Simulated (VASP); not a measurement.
# Si (Fm-3m) in VASP: further runs, part 2 of 2

VASP 6.6.1. Earlier steps stand in the parts before.

### 3 Single point, PBE

This run uses another cell than the first one, of 14.19 Å³/atom, 1.021 times its volume.

File INCAR:

```
SYSTEM = Si
PREC = Accurate ; ENCUT = 500
EDIFF = 1E-6 ; ISMEAR = -1
SIGMA = 0.06122561905347299 ; LREAL = .FALSE.
LASPH = .TRUE. ; NELM = 120
ALGO = Normal ; ISIF = 2
LWAVE = .FALSE. ; LCHARG = .FALSE.
GGA = PE ; NBANDS = 8
GGA_COMPAT = .FALSE.
```

File KPOINTS:

```
Automatic mesh
0
G
  24 24 24
  0 0 0
```

File POSCAR:

```
Si
1.0
    0.0000000000      1.9215773893      1.9215773893
    1.9215773893      0.0000000000      1.9215773893
    1.9215773893      1.9215773893      0.0000000000
Si
1
Direct
    0.0000000000      0.0000000000      0.0000000000
```

Potentials or basis: VASP PAW PBE potentials, release 64 (Si).

On the command line:

```
cat potpaw_PBE.64/Si/POTCAR > POTCAR
mpirun -np 1 vasp_std > vasp.out
```

OUTCAR:

```text
SYSTEM = Si
   PREC = Accurate
   ENCUT = 500
   EDIFF = 1E-6
   ISMEAR = -1
   LREAL = .FALSE.
   LASPH = .TRUE.
   NELM = 120
   ISIF = 2
   GGA = PE

 ion  position               nearest neighbor table
   1  0.000  0.000  0.000-

  LATTYP: Found a face centered cubic cell.
 ALAT       =     3.8431547786

  Lattice vectors:

 A1 = (   0.0000000000,   1.9215773893,   1.9215773893)
 A2 = (   1.9215773893,   0.0000000000,   1.9215773893)
 A3 = (   1.9215773893,   1.9215773893,   0.0000000000)

Analysis of symmetry for initial positions (statically):
=====================================================================
 Subroutine PRICEL returns:
 Original cell was already a primitive cell.

 Routine SETGRP: Setting up the symmetry group for a
 face centered cubic supercell.

 Subroutine GETGRP returns: Found 48 space group operations
 (whereof 48 operations were pure point group operations)
 out of a pool of 48 trial point group operations.

The static configuration has the point symmetry O_h .

Analysis of symmetry for dynamics (positions and initial velocities):
=====================================================================
 Subroutine PRICEL returns:
 Original cell was already a primitive cell.

 Routine SETGRP: Setting up the symmetry group for a
 face centered cubic supercell.

 Subroutine GETGRP returns: Found 48 space group operations
 (whereof 48 operations were pure point group operations)
 out of a pool of 48 trial point group operations.

The dynamic configuration has the point symmetry O_h .

 Subroutine INISYM returns: Found 48 space group operations
 (whereof 48 operations are pure point group operations),
 and found     1 'primitive' translations

----------------------------------------------------------------------------------------

                                     Primitive cell

  volume of cell :      14.1907

  direct lattice vectors                    reciprocal lattice vectors
     0.000000000  1.921577389  1.921577389    -0.260202895  0.260202895  0.260202895
     1.921577389  0.000000000  1.921577389     0.260202895 -0.260202895  0.260202895
     1.921577389  1.921577389  0.000000000     0.260202895  0.260202895 -0.260202895

  length of vectors
     2.717520805  2.717520805  2.717520805     0.450684635  0.450684635  0.450684635

  position of ions in fractional coordinates (direct lattice)
     0.000000000  0.000000000  0.000000000

  ion indices of the primitive-cell ions
   primitive index   ion index
                 1           1

----------------------------------------------------------------------------------------

 KPOINTS: Automatic mesh

Automatic generation of k-mesh.
 Grid dimensions read from file:
 generate k-points for:   24   24   24

 Generating k-lattice:

  Cartesian coordinates                     Fractional coordinates (reciprocal lattice)
    -0.010841787  0.010841787  0.010841787     0.041666667  0.000000000  0.000000000
     0.010841787 -0.010841787  0.010841787     0.000000000  0.041666667  0.000000000
     0.010841787  0.010841787 -0.010841787     0.000000000  0.000000000  0.041666667

  Length of vectors
     0.018778526  0.018778526  0.018778526

  Shift w.r.t. Gamma in fractional coordinates (k-lattice)
     0.000000000  0.000000000  0.000000000

 Subroutine IBZKPT returns following result:
 ===========================================

 Found    413 irreducible k-points:

 Following reciprocal coordinates:
            Coordinates               Weight
  0.000000  0.000000  0.000000      1.000000
  0.041667  0.000000  0.000000      8.000000
  0.083333  0.000000  0.000000      8.000000
  0.125000  0.000000  0.000000      8.000000
  0.166667  0.000000  0.000000      8.000000
  0.208333  0.000000  0.000000      8.000000
[... 16 lines left out ...]
  0.416667  0.041667  0.000000     24.000000
  0.458333  0.041667  0.000000     24.000000
 [... further k-points ...]
   k-points           NKPTS =    413   k-points in BZ     NKDIM =    413   number of bands    NBANDS=      8
   number of dos      NEDOS =    301   number of ions     NIONS =      1
   total plane-waves  NPLWV =   8000
   dimension x,y,z NGX =    20 NGY =   20 NGZ =   20
   dimension x,y,z NGXF=    40 NGYF=   40 NGZF=   40
   ions per type =               1
   NGX,Y,Z   is equivalent  to a cutoff of  12.24, 12.24, 12.24 a.u.
   NGXF,Y,Z  is equivalent  to a cutoff of  24.47, 24.47, 24.47 a.u.
 SYSTEM =  Si
   PREC   = accura    normal or accurate (medium, high low for compatibility)
   ISTART =      0    job   : 0-new  1-cont  2-samecut
   ICHARG =      2    charge: 1-file 2-atom 10-const
   ISPIN  =      1    spin polarized calculation?
   LNONCOLLINEAR =      F non collinear calculations
   LSORBIT =      F    spin-orbit coupling
   LASPH  =      T    aspherical Exc in radial PAW
   ENCUT  =  500.0 eV  36.75 Ry    6.06 a.u.   4.95  4.95  4.95*2*pi/ulx,y,z
   NELM   =    120;   NELMIN=  2; NELMDL= -5     # of ELM steps
   EDIFF  = 0.1E-05   stopping-criterion for ELM
   LREAL  =      F    real-space projection
   EDIFFG = 0.1E-04   stopping-criterion for IOM
   NSW    =      0    number of steps for IOM
   IBRION =     -1    ionic relax: 0-MD 1-quasi-New 2-CG
   NFREE  =      0    steps in history (QN), initial steepest desc. (CG)
   ISIF   =      2    stress and relaxation
   ISYM   =      2    0-nonsym 1-usesym 2-fastsym
   POTIM  = 0.5000    time-step for ionic-motion
   TEBEG  =    0.0;   TEEND  =   0.0 temperature during run
   PSTRESS=    0.0 pullay stress
   NELECT =       4.0000    total number of electrons
   NUPDOWN=      -1.0000    fix difference up-down
   EMIN   =  10.00;   EMAX   =-10.00  energy-range for DOS
   EFERMI =   0.00;   METHOD = LEGACY
   ISMEAR =    -1;   SIGMA  =   0.06  broadening in eV -4-tet -1-fermi 0-gaus
   EFERMI_NEDOS =   21; number of points for ismear=-14 and -15
   IALGO  =     38    algorithm
   IMIX   =      4    mixing-type and parameters
     AMIX     =   0.40;   BMIX     =  1.00
     AMIX_MAG =   1.60;   BMIX_MAG =  1.00
  volume/ion in A,a.u.               =      14.19        95.76
  Fermi-wavevector in a.u.,A,eV,Ry     =   1.073397  2.028426 15.676369  1.152181
  Thomas-Fermi vector in A             =   2.209195
   LORBIT       =      0    0 simple, 1 ext, 2 COOP (PROOUT), +10 PAW based schemes
   GGA     = PE    functional components
   LHFCALC =     F    Hartree Fock is set to
   AEXX    =    0.0000 exact exchange contribution
   IVDW    =     0    specifies the selected vdW correction
   LEPSILON=     F    determine dielectric tensor
   LRPA    =     F    only Hartree local field effects (RPA)
 non-spin polarized calculation
  energy-cutoff  :      500.00
  volume of cell :       14.19
 maximum number of plane-waves:       371
   NGX =  9   NGY =  9   NGZ =  9

 number of electron       4.0000000 magnetization

 Free energy of the ion-electron system (eV)
  ---------------------------------------------------
  ext. energy  EPLUGINS =         0.00000000
  ---------------------------------------------------
  free energy    TOTEN  =        -4.88783754 eV

  energy without entropy =       -4.88199909  energy(sigma->0) =       -4.88491832

 E-fermi :  10.4513     XC(G=0): -11.2743

 val. band max:       10.4176220081   @ k =  -0.4583   0.4167   0.1250
 cond. band min:      10.4573933108   @ k =  -0.3333   0.4167   0.1667
 fundamental gap:      0.0397713028
 Fermi energy:        10.4513445030

 k-point     1 :       0.0000    0.0000    0.0000
  band No.  band energies     occupation
      1      -4.2060      2.00000
      2      21.8078      0.00000
      3      21.8078      0.00000
      4      21.8078      0.00000
      5      22.4338      0.00000
      6      22.4338      0.00000
      7      22.4338      0.00000
      8      27.8143      0.00000
[... 243 lines left out ...]
 k-point    24 :       0.4583    0.0417    0.0000
  band No.  band energies     occupation
      1       1.5719      2.00000
      2       4.7920      2.00000
      3      18.5708      0.00000
      4      18.8440      0.00000
      5      21.0784      0.00000
      6      22.1613      0.00000
      7      24.2794      0.00000
      8      27.0083      0.00000

 [... further k-points ...]

------------------------ aborting loop because EDIFF is reached ----------------------------------------

  FORCE on cell =-STRESS in cart. coord.  units (eV):
  Direction    XX          YY          ZZ          XY          YZ          ZX
  --------------------------------------------------------------------------------------
  -------------------------------------------------------------------------------------
  Total        0.1489893      0.1489893      0.1489893      0.0000000     -0.0000000     -0.0000000
  in kB       16.8213931     16.8213931     16.8213931      0.0000000     -0.0000000     -0.0000000
  external PRESSURE =      16.8213931 kB  Pullay stress =       0.0000000 kB

 VOLUME and BASIS-vectors are now :
 -----------------------------------------------------------------------------
  energy-cutoff  :      500.00
  volume of cell :       14.19
      direct lattice vectors                 reciprocal lattice vectors
     0.000000000  1.921577389  1.921577389    -0.260202895  0.260202895  0.260202895
     1.921577389  0.000000000  1.921577389     0.260202895 -0.260202895  0.260202895
     1.921577389  1.921577389  0.000000000     0.260202895  0.260202895 -0.260202895

 POSITION                                       TOTAL-FORCE (eV/Angst)
 -----------------------------------------------------------------------------------
      0.00000      0.00000      0.00000         0.000000      0.000000     -0.000000
 -----------------------------------------------------------------------------------
    total drift:                                0.000000      0.000000     -0.000000

  FREE ENERGIE OF THE ION-ELECTRON SYSTEM (eV)
  ---------------------------------------------------
  free  energy   TOTEN  =        -4.8878375428 eV

  energy  without entropy=       -4.8819990872  energy(sigma->0) =       -4.88491832
```

Wall time 43 s (1 thread of Intel Xeon 8259CL, shared host); peak memory 0.14 GiB.

What came out:

```
Free energy            : -4.8878 eV
Pressure               : 1.7 GPa
Band gap on the k mesh : zero (band 2 reaches 21.81 eV, above the bottom of band 3 at 7.29 eV)
```

### 4 Single point, PBE

This run uses another cell than the first one, of 14.19 Å³/atom, 1.021 times its volume.

File INCAR:

```
PREC = Accurate
ENCUT = 500
EDIFF = 1E-6
ISMEAR = -1
SIGMA = 0.06122561905347299
LREAL = False
LASPH = True
NELM = 120
ALGO = Normal
ISIF = 2
LWAVE = False
LCHARG = False
GGA = PE
NBANDS = 8
GGA_COMPAT = False
```

File KPOINTS:

```
Automatic mesh
0
Gamma
  24 24 24
```

POSCAR is that of step 3.

On the command line:

```
cat potpaw_PBE.64/Si/POTCAR > POTCAR
mpirun -np 1 vasp_std > vasp.out
```

It took 56 s on 1 thread of Intel Xeon 8259CL, shared host; peak memory 0.14 GiB.

The run converged. Its results:

```
Free energy            : -4.8878 eV
Pressure               : 1.7 GPa
Band gap on the k mesh : zero (band 2 reaches 21.81 eV, above the bottom of band 3 at 7.29 eV)
```

Levels at points of the mesh, in eV from the Fermi level:
| k point | band 1 | band 2 | band 3 | band 4 | band 5 | band 6 | band 7 |
| --- | --- | --- | --- | --- | --- | --- | --- |
| (0.00, 0.00, 0.00) | -14.66 | 11.36 | 11.36 | 11.36 | 11.98 | 11.98 | 11.98 |
| (0.50, 0.00, 0.00) | -7.69 | -7.10 | 8.72 | 8.72 | 10.89 | 10.89 | 13.49 |
| (0.50, 0.50, 0.00) | -5.47 | -4.54 | 3.23 | 3.23 | 4.35 | 6.90 | 24.84 |

### 5 Single point, PBE

This run uses another cell than the first one, of 14.48 Å³/atom, 1.042 times its volume.

File INCAR:

```
SYSTEM = Si
ALGO     = Normal         ! electronic algorithm
EDIFF    = 1E-6           ! SCF threshold, eV
ENCUT    = 500            ! plane-wave cutoff, eV
GGA      = PE             ! functional
GGA_COMPAT= .FALSE.      
ISIF     = 2              ! what is computed and relaxed
ISMEAR   = -1             ! smearing method
LASPH    = .TRUE.         ! aspherical terms in the spheres
LCHARG   = .FALSE.        ! write CHGCAR
LREAL    = .FALSE.        ! projectors in reciprocal space
LWAVE    = .FALSE.        ! write WAVECAR
NBANDS   = 8              ! bands
NELM     = 120            ! most SCF steps
PREC     = Accurate       ! precision mode
SIGMA    = 0.06122561905347299 ! smearing width, eV
```

File KPOINTS:

```
k-points
0
G
  24 24 24
  0 0 0
```

File POSCAR:

```
Si
1.0
    0.0000000000      1.9345614142      1.9345614142
    1.9345614142      0.0000000000      1.9345614142
    1.9345614142      1.9345614142      0.0000000000
Si
1
Direct
    0.0000000000      0.0000000000      0.0000000000
```

On the command line:

```
cat potpaw_PBE.64/Si/POTCAR > POTCAR
mpirun -np 1 vasp_std > vasp.out
```

It took 55 s on 1 thread of Intel Xeon 8259CL, shared host; peak memory 0.15 GiB.

It converged, with:

| Property | Result |
| --- | --- |
| Free energy | -4.8893 eV |
| Pressure | -0.1 GPa |
| Band gap on the k mesh | zero (band 2 reaches 21.29 eV, above the bottom of band 3 at 7.08 eV) |

Levels at points of the mesh, in eV from the Fermi level:
```csv
k point,band 1,band 2,band 3,band 4,band 5,band 6,band 7
"(0.00, 0.00, 0.00)",-14.47,11.11,11.11,11.11,11.90,11.90,11.90
"(0.50, 0.00, 0.00)",-7.63,-6.97,8.53,8.53,10.83,10.83,13.26
"(0.50, 0.50, 0.00)",-5.37,-4.54,3.17,3.17,4.38,6.78,24.56
```

### 6 Single point, PBE

This run uses another cell than the first one, of 14.48 Å³/atom, 1.042 times its volume.

File INCAR:

```
ALGO = Normal
EDIFF = 1E-6
ENCUT = 500
GGA = PE
GGA_COMPAT = False
ISIF = 2
ISMEAR = -1
LASPH = True
LCHARG = True
LELF = True
LREAL = False
LVHAR = True
LWAVE = False
NBANDS = 8
NELM = 120
PREC = Accurate
SIGMA = 0.06122561905347299
```

File KPOINTS:

```
k-points
0
Gamma
  24 24 24
```

POSCAR is that of step 5.

Potentials or basis: VASP PAW PBE potentials, release 64 (Si).

On the command line:

```
cat potpaw_PBE.64/Si/POTCAR > POTCAR
mpirun -np 1 vasp_std > vasp.out
```

Wall time 62 s (1 thread of Intel Xeon 8259CL, shared host); peak memory 0.15 GiB.

Results (log left out):

```
Free energy            : -4.8893 eV
Pressure               : -0.1 GPa
Band gap on the k mesh : zero (band 2 reaches 21.29 eV, above the bottom of band 3 at 7.08 eV)
```

Levels at points of the mesh, in eV from the Fermi level:
```
           k point  band 1  band 2  band 3  band 4  band 5  band 6
(0.00, 0.00, 0.00)  -14.47   11.11   11.11   11.11   11.90   11.90
(0.50, 0.00, 0.00)   -7.63   -6.97    8.53    8.53   10.83   10.83
(0.50, 0.50, 0.00)   -5.37   -4.54    3.17    3.17    4.38    6.78
```

### 7 Overview

| cell | gap on the mesh (eV) | pressure (GPa) |
| --- | --- | --- |
| a = 2.699 Å, angles 60.0°, 1 atom | none | 3.6 |
| a = 2.718 Å, angles 60.0°, 1 atom | none | 1.7 |
| a = 2.736 Å, angles 60.0°, 1 atom | none | -0.1 |

Alike in all rows: task single point; level PBE; potentials or basis VASP PAW PBE potentials, release 64 (Si); no spin polarisation; k mesh 24 × 24 × 24; cutoff (eV) 500; smearing fermi-dirac 0.0612256 eV.

Total energies depend on the potentials used, so only differences within one code and one set of settings carry meaning.
